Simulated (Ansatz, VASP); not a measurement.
# Ag in VASP and in Ansatz

The input INCAR:

```
ALGO = Normal
EDIFF = 1E-6
ENCUT = 520
GGA = PS
ISIF = 2
ISMEAR = -1
LASPH = T
LCHARG = F
LREAL = F
LWAVE = F
NBANDS = 12
NELM = 80
PREC = Accurate
SIGMA = 0.1
```

KPOINTS

```
k-points
0
Gamma
  16 16 16
```

POSCAR

```
Ag
1.0
    0.0000000000      1.6608865330      1.6608865330
    1.6608865330      0.0000000000      1.6608865330
    1.6608865330      1.6608865330      0.0000000000
Ag
1
Direct
    0.0000000000      0.0000000000      0.0000000000
```

Input for Ansatz:

```yaml
crystal:
  lattice:
    - [0.0, 1.660886533, 1.660886533]
    - [1.660886533, 0.0, 1.660886533]
    - [1.660886533, 1.660886533, 0.0]
  atoms:
    - { symbol: Ag, position: [0.0, 0.0, 0.0] }
kpoints:
  mp_grid: { grid: [16, 16, 16] }
scf:
  occupations: { method: fermi_dirac, width: 0.1 }
hamiltonian:
  xc: pbesol
  pseudopotentials: { kind: all_electron, lapw: { basis_error: 0.001 } }
output:
  forces: true
  stress: true
  eigenvalues: true
  populations: true
```

Change from the starting cell: volume scaled by 0.55, LAPW.

Alike in both runs: task single point; functional PBEsol; k mesh 16 × 16 × 16; occupations fermi-dirac, width 0.1 eV; no spin polarisation.

```csv
,VASP,Ansatz
version,VASP 6.6.1,Ansatz 0.2.0
potentials or method,"VASP PAW PBE potentials, release 64 (Ag), cutoff 520 eV","all-electron LAPW, scalar-relativistic"
```

|  | VASP | Ansatz | Ansatz less VASP |
| --- | --- | --- | --- |
| pressure (GPa) | 367.4 | 367.2 | -0.18 |

VASP's potentials were made for PBE, not for PBEsol. Both programs put the cell under a high pressure, so it lies far from rest at this level. Ansatz ran all-electron here, and VASP with PAW potentials.

Noted on VASP's run: the cell as given lies far from equilibrium.
